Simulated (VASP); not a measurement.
# ZrOs (Pm-3m) in VASP: notebook

ZrOs is run at these levels: LDA; tasks: electric field gradients.

Everything below comes from runs of VASP 6.6.1. Logs are shortened: lines on timing, memory, paths and dates and some standing lists are left out, and cuts for length are marked.

## Step 1: The cell of the first run

Symmetry: Pm-3m, No. 221, cubic system. The conventional cell has a = 3.274 Å, b = 3.274 Å, c = 3.274 Å, α = 90.00°, β = 90.00°, γ = 90.00°. Within 3.7 Å of Zr (site symmetry m-3m) lie 8 Os at 2.84 Å and 6 Zr at 3.27 Å. Within 3.7 Å of Os (site symmetry m-3m) lie 8 Zr at 2.84 Å and 6 Os at 3.27 Å.

## Step 2: Electric field gradients, LDA (volume scaled by 1.01)

Input file INCAR:

```
ALGO = Normal
EDIFF = 1E-8
ENCUT = 520
GGA = CA
ISIF = 2
ISMEAR = -1
LASPH = True
LCHARG = False
LEFG = True
LREAL = False
LWAVE = False
NBANDS = 17
NELM = 80
PREC = Accurate
SIGMA = 0.03
```

Input file KPOINTS:

```
k-points
0
Gamma
  13 13 13
```

Input file POSCAR:

```
ZrOs
1.0
    3.2738406112      0.0000000000      0.0000000000
    0.0000000000      3.2738406112      0.0000000000
    0.0000000000      0.0000000000      3.2738406112
Zr Os
1 1
Direct
    0.5000000000      0.5000000000      0.5000000000
    0.0000000000      0.0000000000      0.0000000000
```

Potentials or basis: VASP PAW LDA potentials, release 64 (Zr_sv, Os).

On the command line:

```bash
cat potpaw_LDA.64/Zr_sv/POTCAR potpaw_LDA.64/Os/POTCAR > POTCAR
mpirun -np 1 vasp_std > vasp.out
```

OUTCAR:

```text
EDIFF = 1E-8
   ENCUT = 520
   GGA = CA
   ISIF = 2
   ISMEAR = -1
   LASPH = True
   LREAL = False
   NELM = 80
   PREC = Accurate

 ion  position               nearest neighbor table
   1  0.500  0.500  0.500-   2 2.84   2 2.84   2 2.84   2 2.84   2 2.84   2 2.84   2 2.84   2 2.84

   2  0.000  0.000  0.000-   1 2.84   1 2.84   1 2.84   1 2.84   1 2.84   1 2.84   1 2.84   1 2.84

  LATTYP: Found a simple cubic cell.
 ALAT       =     3.2738406112

  Lattice vectors:

 A1 = (   3.2738406112,   0.0000000000,   0.0000000000)
 A2 = (   0.0000000000,   3.2738406112,   0.0000000000)
 A3 = (   0.0000000000,   0.0000000000,   3.2738406112)

Analysis of symmetry for initial positions (statically):
=====================================================================
 Subroutine PRICEL returns:
 Original cell was already a primitive cell.

 Routine SETGRP: Setting up the symmetry group for a
 simple cubic supercell.

 Subroutine GETGRP returns: Found 48 space group operations
 (whereof 48 operations were pure point group operations)
 out of a pool of 48 trial point group operations.

The static configuration has the point symmetry O_h .

Analysis of symmetry for dynamics (positions and initial velocities):
=====================================================================
 Subroutine PRICEL returns:
 Original cell was already a primitive cell.

 Routine SETGRP: Setting up the symmetry group for a
 simple cubic supercell.

 Subroutine GETGRP returns: Found 48 space group operations
 (whereof 48 operations were pure point group operations)
 out of a pool of 48 trial point group operations.

The dynamic configuration has the point symmetry O_h .

 Subroutine INISYM returns: Found 48 space group operations
 (whereof 48 operations are pure point group operations),
 and found     1 'primitive' translations

----------------------------------------------------------------------------------------

                                     Primitive cell

  volume of cell :      35.0891

  direct lattice vectors                    reciprocal lattice vectors
     3.273840611  0.000000000  0.000000000     0.305451645  0.000000000  0.000000000
     0.000000000  3.273840611  0.000000000     0.000000000  0.305451645  0.000000000
     0.000000000  0.000000000  3.273840611     0.000000000  0.000000000  0.305451645

  length of vectors
[... 114 lines left out ...]
  energy-cutoff  :      520.00
  volume of cell :       35.09
 maximum number of plane-waves:       959
   NGX = 13   NGY = 13   NGZ = 13

 number of electron      20.0000000 magnetization

 Free energy of the ion-electron system (eV)
  ---------------------------------------------------
  ext. energy  EPLUGINS =         0.00000000
  ---------------------------------------------------
  free energy    TOTEN  =       -23.02865482 eV

  energy without entropy =      -23.02633927  energy(sigma->0) =      -23.02749705

 E-fermi :   9.5595     XC(G=0): -12.7781

 val. band max:        9.5423492587   @ k =   0.4615   0.4615   0.1538
 cond. band min:       9.6049984136   @ k =   0.4615   0.4615   0.0769
 fundamental gap:      0.0626491549
 Fermi energy:         9.5594799787

 k-point     1 :       0.0000    0.0000    0.0000
  band No.  band energies     occupation
      1     -38.9594      2.00000
      2     -16.9674      2.00000
      3     -16.9674      2.00000
      4     -16.9674      2.00000
      5       1.6747      2.00000
      6       4.4363      2.00000
[... 457 lines left out ...]
      4     -16.9158      2.00000
      5       4.2019      2.00000
      6       5.1742      2.00000
[... 9 lines left out ...]
     16      15.3347      0.00000
     17      19.9196      0.00000

 [... further k-points ...]
[... 5 lines left out ...]
  --------------------------------------------------------------------------------------
  -------------------------------------------------------------------------------------
  Total       -2.0096222     -2.0096222     -2.0096222      0.0000000     -0.0000000      0.0000000
  in kB      -91.7597907    -91.7597907    -91.7597907      0.0000000     -0.0000000      0.0000000
  external PRESSURE =     -91.7597907 kB  Pullay stress =       0.0000000 kB

 VOLUME and BASIS-vectors are now :
 -----------------------------------------------------------------------------
  energy-cutoff  :      520.00
  volume of cell :       35.09
      direct lattice vectors                 reciprocal lattice vectors
     3.273840611  0.000000000  0.000000000     0.305451645  0.000000000  0.000000000
     0.000000000  3.273840611  0.000000000     0.000000000  0.305451645  0.000000000
     0.000000000  0.000000000  3.273840611     0.000000000  0.000000000  0.305451645

 POSITION                                       TOTAL-FORCE (eV/Angst)
 -----------------------------------------------------------------------------------
      1.63692      1.63692      1.63692         0.000000      0.000000      0.000000
      0.00000      0.00000      0.00000         0.000000      0.000000      0.000000
 -----------------------------------------------------------------------------------
    total drift:                                0.000000     -0.000000     -0.000000

  FREE ENERGIE OF THE ION-ELECTRON SYSTEM (eV)
  ---------------------------------------------------
  free  energy   TOTEN  =       -23.0286548188 eV

  energy  without entropy=      -23.0263392730  energy(sigma->0) =      -23.02749705

 Electric field gradients (V/A^2)
---------------------------------------------------------------------
 ion       V_xx      V_yy      V_zz      V_xy      V_xz      V_yz
---------------------------------------------------------------------
   1      -0.000     0.000     0.000    -0.000     0.000    -0.000
   2       0.000     0.000     0.000     0.000     0.000     0.000
---------------------------------------------------------------------

 Electric field gradients after diagonalization (V/A^2)
 (convention: |V_zz| > |V_xx| > |V_yy|)
----------------------------------------------------------------------
 ion       V_xx      V_yy      V_zz     asymmetry (V_yy - V_xx)/ V_zz
----------------------------------------------------------------------
   1       0.000    -0.000     0.000      -1.091
   2       0.000     0.000     0.000      -0.491
----------------------------------------------------------------------

           NMR quadrupolar parameters

 Cq : quadrupolar parameter    Cq=e*Q*V_zz/h
 eta: asymmetry parameters     (V_yy - V_xx)/ V_zz
 Q  : nuclear electric quadrupole moment in mb (millibarn)
----------------------------------------------------------------------
 ion       Cq(MHz)       eta       Q (mb)
----------------------------------------------------------------------
   1       0.000      -1.091       1.000
   2       0.000      -0.491       1.000
----------------------------------------------------------------------
```

stdout:

```text
POSCAR found type information on POSCAR ZrOs
 POSCAR found :  2 types and       2 ions
 scaLAPACK will be used
 LDA part: xc-table for (Slater(with rela. corr.)+CA(PZ))
 , standard interpolation
 POSCAR, INCAR and KPOINTS ok, starting setup
 FFT: planning ... GRIDC
 FFT: planning ... GRID_SOFT
 FFT: planning ... GRID
 WAVECAR not read
 entering main loop
ion   1

ion   2
```

Run time: 28 s. Hardware: 1 thread of Intel Xeon Platinum 8375C at 2.90GHz (Ice Lake), shared host; peak memory 0.17 GiB.

What came out:

| Item | Value |
| --- | --- |
| Free energy | -23.0287 eV |
| Pressure | -9.2 GPa |
| Band gap on the k mesh | zero (band 10 reaches 9.85 eV, above the bottom of band 11 at 8.85 eV) |

Levels at points of the mesh, in eV from the Fermi level:
```csv
k point,band 6,band 7,band 8,band 9,band 10,band 11,band 12,band 13,band 14,band 15
"(0.00, 0.00, 0.00)",-5.12,-5.12,-1.58,-1.58,-1.58,2.07,2.07,5.11,5.11,5.11
```

Caveat: without QUAD_EFG the Cq values of the log hold for a quadrupole moment of 1 mb, not for the nuclei; spin-orbit coupling is left out, which moves the levels of the heavy elements.

## Step 3: Electric field gradients, LDA (volume scaled by 1.02)

Input file INCAR:

```
SYSTEM = ZrOs
ALGO = Normal
EDIFF = 1E-8
ENCUT = 520
GGA = CA
ISIF = 2
ISMEAR = -1
LASPH = .TRUE.
LCHARG = .FALSE.
LEFG = .TRUE.
LREAL = .FALSE.
LWAVE = .FALSE.
NBANDS = 17
NELM = 60
PREC = Accurate
SIGMA = 0.03
```

Input file KPOINTS:

```
k-points
0
G
  13 13 13
  0 0 0
```

Input file POSCAR:

```
ZrOs
1.0
    3.2846099013      0.0000000000      0.0000000000
    0.0000000000      3.2846099013      0.0000000000
    0.0000000000      0.0000000000      3.2846099013
Zr Os
1 1
Direct
    0.5000000000      0.5000000000      0.5000000000
    0.0000000000      0.0000000000      0.0000000000
```

Potentials or basis: VASP PAW LDA potentials, release 64 (Zr_sv, Os).

On the command line:

```bash
cat potpaw_LDA.64/Zr_sv/POTCAR potpaw_LDA.64/Os/POTCAR > POTCAR
mpirun -np 1 vasp_std > vasp.out
```

OUTCAR:

```text
SYSTEM = ZrOs
   EDIFF = 1E-8
   ENCUT = 520
   GGA = CA
   ISIF = 2
   ISMEAR = -1
   LASPH = .TRUE.
   LREAL = .FALSE.
   NELM = 60
   PREC = Accurate

 ion  position               nearest neighbor table
   1  0.500  0.500  0.500-   2 2.84   2 2.84   2 2.84   2 2.84   2 2.84   2 2.84   2 2.84   2 2.84

   2  0.000  0.000  0.000-   1 2.84   1 2.84   1 2.84   1 2.84   1 2.84   1 2.84   1 2.84   1 2.84

  LATTYP: Found a simple cubic cell.
 ALAT       =     3.2846099013

  Lattice vectors:

 A1 = (   3.2846099013,   0.0000000000,   0.0000000000)
 A2 = (   0.0000000000,   3.2846099013,   0.0000000000)
 A3 = (   0.0000000000,   0.0000000000,   3.2846099013)

Analysis of symmetry for initial positions (statically):
=====================================================================
 Subroutine PRICEL returns:
 Original cell was already a primitive cell.

 Routine SETGRP: Setting up the symmetry group for a
 simple cubic supercell.

 Subroutine GETGRP returns: Found 48 space group operations
 (whereof 48 operations were pure point group operations)
 out of a pool of 48 trial point group operations.

The static configuration has the point symmetry O_h .

Analysis of symmetry for dynamics (positions and initial velocities):
=====================================================================
 Subroutine PRICEL returns:
 Original cell was already a primitive cell.

 Routine SETGRP: Setting up the symmetry group for a
 simple cubic supercell.

 Subroutine GETGRP returns: Found 48 space group operations
 (whereof 48 operations were pure point group operations)
 out of a pool of 48 trial point group operations.

The dynamic configuration has the point symmetry O_h .

[... 149 lines left out ...]
 fundamental gap:      0.0675164740
 Fermi energy:         9.4239027044

 k-point     1 :       0.0000    0.0000    0.0000
  band No.  band energies     occupation
      1     -39.1123      2.00000
      2     -17.1213      2.00000
      3     -17.1213      2.00000
      4     -17.1213      2.00000
      5       1.5886      2.00000
      6       4.3785      2.00000
[... 457 lines left out ...]
      4     -17.0712      2.00000
      5       4.1202      2.00000
      6       5.0921      2.00000
[... 9 lines left out ...]
     16      15.1410      0.00000
     17      19.6627      0.00000

 [... further k-points ...]
[... 5 lines left out ...]
  --------------------------------------------------------------------------------------
  -------------------------------------------------------------------------------------
  Total       -2.4508322     -2.4508322     -2.4508322     -0.0000000     -0.0000000      0.0000000
  in kB     -110.8084199   -110.8084199   -110.8084199     -0.0000000     -0.0000000      0.0000000
  external PRESSURE =    -110.8084199 kB  Pullay stress =       0.0000000 kB

 VOLUME and BASIS-vectors are now :
 -----------------------------------------------------------------------------
  energy-cutoff  :      520.00
  volume of cell :       35.44
      direct lattice vectors                 reciprocal lattice vectors
     3.284609901  0.000000000  0.000000000     0.304450157  0.000000000  0.000000000
     0.000000000  3.284609901  0.000000000     0.000000000  0.304450157  0.000000000
     0.000000000  0.000000000  3.284609901     0.000000000  0.000000000  0.304450157

 POSITION                                       TOTAL-FORCE (eV/Angst)
 -----------------------------------------------------------------------------------
      1.64230      1.64230      1.64230         0.000000      0.000000      0.000000
      0.00000      0.00000      0.00000         0.000000      0.000000      0.000000
 -----------------------------------------------------------------------------------
    total drift:                                0.000000     -0.000000     -0.000000

  FREE ENERGIE OF THE ION-ELECTRON SYSTEM (eV)
  ---------------------------------------------------
  free  energy   TOTEN  =       -23.0070021558 eV

  energy  without entropy=      -23.0046954250  energy(sigma->0) =      -23.00584879

 Electric field gradients (V/A^2)
---------------------------------------------------------------------
 ion       V_xx      V_yy      V_zz      V_xy      V_xz      V_yz
---------------------------------------------------------------------
   1       0.000     0.000     0.000    -0.000     0.000     0.000
   2       0.000     0.000    -0.000     0.000     0.000     0.000
---------------------------------------------------------------------

 Electric field gradients after diagonalization (V/A^2)
 (convention: |V_zz| > |V_xx| > |V_yy|)
----------------------------------------------------------------------
 ion       V_xx      V_yy      V_zz     asymmetry (V_yy - V_xx)/ V_zz
----------------------------------------------------------------------
   1       0.000     0.000     0.000      -0.111
   2       0.000     0.000    -0.000       0.153
----------------------------------------------------------------------

           NMR quadrupolar parameters

 Cq : quadrupolar parameter    Cq=e*Q*V_zz/h
 eta: asymmetry parameters     (V_yy - V_xx)/ V_zz
 Q  : nuclear electric quadrupole moment in mb (millibarn)
----------------------------------------------------------------------
 ion       Cq(MHz)       eta       Q (mb)
----------------------------------------------------------------------
   1       0.000      -0.111       1.000
   2      -0.000       0.153       1.000
----------------------------------------------------------------------
```

Wall time 28 s (1 thread of Intel Xeon Platinum 8375C at 2.90GHz (Ice Lake), shared host); peak memory 0.17 GiB.

Results:

| Quantity | Value |
| --- | --- |
| Free energy | -23.0070 eV |
| Pressure | -11.1 GPa |
| Band gap on the k mesh | zero (band 10 reaches 9.70 eV, above the bottom of band 11 at 8.73 eV) |

Levels at points of the mesh, in eV from the Fermi level:
| k point | band 8 | band 9 | band 10 | band 11 | band 12 | band 13 |
| --- | --- | --- | --- | --- | --- | --- |
| (0.00, 0.00, 0.00) | -1.55 | -1.55 | -1.55 | 2.05 | 2.05 | 5.06 |

Caveat: without QUAD_EFG the Cq values of the log hold for a quadrupole moment of 1 mb, not for the nuclei; spin-orbit coupling is left out, which moves the levels of the heavy elements.

## Step 4: Electric field gradients, LDA (volume scaled by 1.02)

Input file INCAR:

```
  PREC = Accurate
  ENCUT = 520
  EDIFF = 1E-8
  ISMEAR = -1
  SIGMA = 0.03
  LREAL = False
  LASPH = True
  NELM = 80
  ALGO = Normal
  ISIF = 2
  LWAVE = False
  LCHARG = False
  GGA = CA
  LEFG = True
  NBANDS = 17
```

Input file KPOINTS:

```
Automatic mesh
0
Gamma
  13 13 13
```

POSCAR is that of step 3.

Potentials or basis: VASP PAW LDA potentials, release 64 (Zr_sv, Os).

On the command line:

```bash
cat potpaw_LDA.64/Zr_sv/POTCAR potpaw_LDA.64/Os/POTCAR > POTCAR
mpirun -np 1 vasp_std > vasp.out
```

OUTCAR:

```text
PREC = Accurate
   ENCUT = 520
   EDIFF = 1E-8
   ISMEAR = -1
   LREAL = False
   LASPH = True
   NELM = 80
   ISIF = 2
   GGA = CA

 ion  position               nearest neighbor table
   1  0.500  0.500  0.500-   2 2.84   2 2.84   2 2.84   2 2.84   2 2.84   2 2.84   2 2.84   2 2.84

   2  0.000  0.000  0.000-   1 2.84   1 2.84   1 2.84   1 2.84   1 2.84   1 2.84   1 2.84   1 2.84

  LATTYP: Found a simple cubic cell.
 ALAT       =     3.2846099013

  Lattice vectors:

[... 693 lines left out ...]
  ---------------------------------------------------
  free  energy   TOTEN  =       -23.0070021558 eV

  energy  without entropy=      -23.0046954250  energy(sigma->0) =      -23.00584879

 Electric field gradients (V/A^2)
---------------------------------------------------------------------
 ion       V_xx      V_yy      V_zz      V_xy      V_xz      V_yz
---------------------------------------------------------------------
   1       0.000     0.000     0.000    -0.000     0.000     0.000
   2       0.000     0.000    -0.000     0.000     0.000     0.000
---------------------------------------------------------------------

 Electric field gradients after diagonalization (V/A^2)
 (convention: |V_zz| > |V_xx| > |V_yy|)
----------------------------------------------------------------------
 ion       V_xx      V_yy      V_zz     asymmetry (V_yy - V_xx)/ V_zz
----------------------------------------------------------------------
   1       0.000     0.000     0.000      -0.111
   2       0.000     0.000    -0.000       0.153
----------------------------------------------------------------------

           NMR quadrupolar parameters

 Cq : quadrupolar parameter    Cq=e*Q*V_zz/h
 eta: asymmetry parameters     (V_yy - V_xx)/ V_zz
 Q  : nuclear electric quadrupole moment in mb (millibarn)
----------------------------------------------------------------------
 ion       Cq(MHz)       eta       Q (mb)
----------------------------------------------------------------------
   1       0.000      -0.111       1.000
   2      -0.000       0.153       1.000
----------------------------------------------------------------------
```

stdout:

```text
POSCAR found type information on POSCAR ZrOs
 POSCAR found :  2 types and       2 ions
 scaLAPACK will be used
 LDA part: xc-table for (Slater(with rela. corr.)+CA(PZ))
 , standard interpolation
 POSCAR, INCAR and KPOINTS ok, starting setup
 FFT: planning ... GRIDC
 FFT: planning ... GRID_SOFT
 FFT: planning ... GRID
 WAVECAR not read
 entering main loop
ion   1

ion   2
```

Wall time 29 s (1 thread of Intel Xeon Platinum 8375C at 2.90GHz (Ice Lake), shared host); peak memory 0.17 GiB.

Results:

- Free energy: -23.0070 eV
- Pressure: -11.1 GPa
- Band gap on the k mesh: zero (band 10 reaches 9.70 eV, above the bottom of band 11 at 8.73 eV)

Levels at points of the mesh, in eV from the Fermi level:
```csv
k point,band 7,band 8,band 9,band 10,band 11,band 12,band 13,band 14
"(0.00, 0.00, 0.00)",-5.05,-1.55,-1.55,-1.55,2.05,2.05,5.06,5.06
```

Caveat: without QUAD_EFG the Cq values of the log hold for a quadrupole moment of 1 mb, not for the nuclei; spin-orbit coupling is left out, which moves the levels of the heavy elements.

(Part 1 of 2 ends here.)
